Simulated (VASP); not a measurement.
Set up this calculation in VASP 6.6.1, as the native input.

- Task: single point
- Functional: PBE
- Potentials or basis: VASP PAW PBE potentials, release 64 (Be, Li_sv)
- Cutoff: 520 eV
- k mesh: 9 × 9 × 1
- Occupations: fermi-dirac, width 0.08 eV
- Spin: no spin polarisation
- Dipole correction: yes
- Further INCAR settings: ALGO = Normal; EDIFF = 1e-07; NBANDS = 18

The structure of Li5Be lies in POSCAR:

```
Li5Be
1.0
    4.8518899234      0.0000000000      0.0000000000
   -2.4259449617      4.2018599300      0.0000000000
    0.0000000000      0.0000000000     24.9519000000
Be Li
1 5
Direct
    0.1666666667      0.3333333333      0.4021053712
    0.5000000000      1.0000000000      0.4444409468
    0.8333333333      0.6666666667      0.4786493434
    0.1666666667      0.3333333333      0.5213506650
    0.5000000000      1.0000000000      0.5555590567
    0.8333333333      0.6666666667      0.5978946165
```

These files were run (other wordings do the same):

INCAR

```
SYSTEM = Li5Be
ALGO = Normal
DIPOL = 0.5 0.5 0.500
EDIFF = 1E-7
ENCUT = 520
GGA = PE
IDIPOL = 3
ISIF = 2
ISMEAR = -1
LASPH = .TRUE.
LCHARG = .FALSE.
LDIPOL = .TRUE.
LREAL = .FALSE.
LWAVE = .FALSE.
NBANDS = 18
NELM = 80
PREC = Accurate
SIGMA = 0.08
```

KPOINTS

```
k-points
0
G
  9 9 1
  0 0 0
```

Potentials or basis: VASP PAW PBE potentials, release 64 (Be, Li_sv).

Launch:

```sh
$ cat potpaw_PBE.64/Be/POTCAR potpaw_PBE.64/Li_sv/POTCAR > POTCAR
$ mpirun -np 1 vasp_std > vasp.out
```

It gave:

```json
{
  "Largest force": "0.930 eV/Å",
  "Band gap on the k mesh": "zero (an odd number of electrons rules out a gap without spin polarisation)"
}
```

Run time: 6.1 min on 1 thread of Intel Xeon 8259CL (shared host), peak memory 0.59 GiB.
